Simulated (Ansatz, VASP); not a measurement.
## One calculation of KCl, two programs

Contents of INCAR:

```
PREC = Accurate ; ENCUT = 400
EDIFF = 1E-8 ; ISMEAR = -1
SIGMA = 0.02 ; LREAL = F
LASPH = T ; NELM = 120
ALGO = Normal ; ISIF = 2
LWAVE = F ; LCHARG = F
GGA = PS ; LEFG = T
NBANDS = 15 ; GGA_COMPAT = F
```

File KPOINTS:

```
regular mesh
0
Gamma
  7 7 7
```

POSCAR

```
KCl
1.0
    3.6818212735      0.0000000000      0.0000000000
    0.0000000000      3.6818212735      0.0000000000
    0.0000000000      0.0000000000      3.6818212735
K Cl
1 1
Direct
    0.0000000000      0.0000000000      0.0000000000
    0.5000000000      0.5000000000      0.5000000000
```

Input for Ansatz:

```yaml
crystal:
  lattice:
    - [3.6818212735, 0.0, 0.0]
    - [0.0, 3.6818212735, 0.0]
    - [0.0, 0.0, 3.6818212735]
  atoms:
    - { symbol: K, position: [0.0, 0.0, 0.0] }
    - { symbol: Cl, position: [0.5, 0.5, 0.5] }
kpoints:
  mp_grid: { grid: [7, 7, 7] }
scf:
  occupations: { method: fermi_dirac, width: 0.02 }
hamiltonian:
  xc: pbesol
  pseudopotentials: { kind: all_electron, datasets: crystal }
output:
  forces: true
  stress: true
  eigenvalues: true
  efg: { contact_densities: true }
```

Change from the starting cell: volume scaled by 1.04, crystal datasets.

Alike in both runs: task electric field gradients; functional PBEsol; k mesh 7 × 7 × 7; occupations fermi-dirac, width 0.02 eV; no spin polarisation.

```csv
,VASP,Ansatz
version,VASP 6.6.1,Ansatz 0.2.0
potentials or method,"VASP PAW PBE potentials, release 64 (K_sv, Cl), cutoff 400 eV","all-electron PAW with datasets made for the crystal, scalar-relativistic"
```

```csv
,VASP,Ansatz,Ansatz less VASP
gap on the k mesh at the Fermi level (eV),5.19,5.20,+0.006
pressure (GPa),1.2,1.1,-0.09
```

VASP's potentials were made for PBE, not for PBEsol. Ansatz ran all-electron here, and VASP with PAW potentials.
